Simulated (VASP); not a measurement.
Input of a VASP 6.6.1 run:

File INCAR:

```
SYSTEM = TaSi2
PREC     = Accurate       ! precision mode
ENCUT    = 600            ! plane-wave cutoff, eV
EDIFF    = 1E-6           ! SCF threshold, eV
ISMEAR   = 0              ! smearing method
SIGMA    = 0.1            ! smearing width, eV
LREAL    = .FALSE.        ! projectors in reciprocal space
LASPH    = .TRUE.         ! aspherical terms in the spheres
NELM     = 80             ! most SCF steps
ALGO     = Normal         ! electronic algorithm
ISIF     = 3              ! what is computed and relaxed
LWAVE    = .FALSE.        ! write WAVECAR
LCHARG   = .FALSE.        ! write CHGCAR
GGA      = PE             ! functional
IBRION   = 2              ! ionic algorithm
NSW      = 100            ! ionic steps
EDIFFG   = -0.01          ! ionic threshold
```

The input KPOINTS:

```
Automatic mesh
0
G
  12 12 18
  0 0 0
```

POSCAR

```
TaSi2
1.0
    4.4125203022      0.0000000000      0.0000000000
   -2.2062601511      3.8213546764      0.0000000000
    0.0000000000      0.0000000000      2.6482505373
Ta Si
1 2
Direct
    0.0000000000      0.0000000000      0.0000000000
    0.3333333333      0.6666666667      0.5000000000
    0.6666666667      0.3333333333      0.5000000000
```

Potentials or basis: VASP PAW PBE potentials, release 64 (Ta_pv, Si).

The run is started by

```console
$ cat potpaw_PBE.64/Ta_pv/POTCAR potpaw_PBE.64/Si/POTCAR > POTCAR
$ mpirun -np 1 vasp_std > vasp.out
```

Problem. What does it give for the space group after relaxing (to 0.05 Å)?

Solution. P6/mmm (No. 191).

Problem. Predict the relaxed volume.

Solution. 14.87 Å³/atom.

Problem. What does it give for the relaxed cell?

Solution. a = 4.409 Å, b = 4.409 Å, c = 2.650 Å, α = 90.00°, β = 90.00°, γ = 120.00°.

Final structure:
```
Ta Si
1.0
     4.40879    0.00000    0.00000
    -2.20439    3.81812    0.00000
     0.00000    0.00000    2.64961
Ta Si
1 2
Cartesian
  0.0000 0.0000 0.0000
  0.0000 2.5454 1.3248
  2.2044 1.2727 1.3248
```
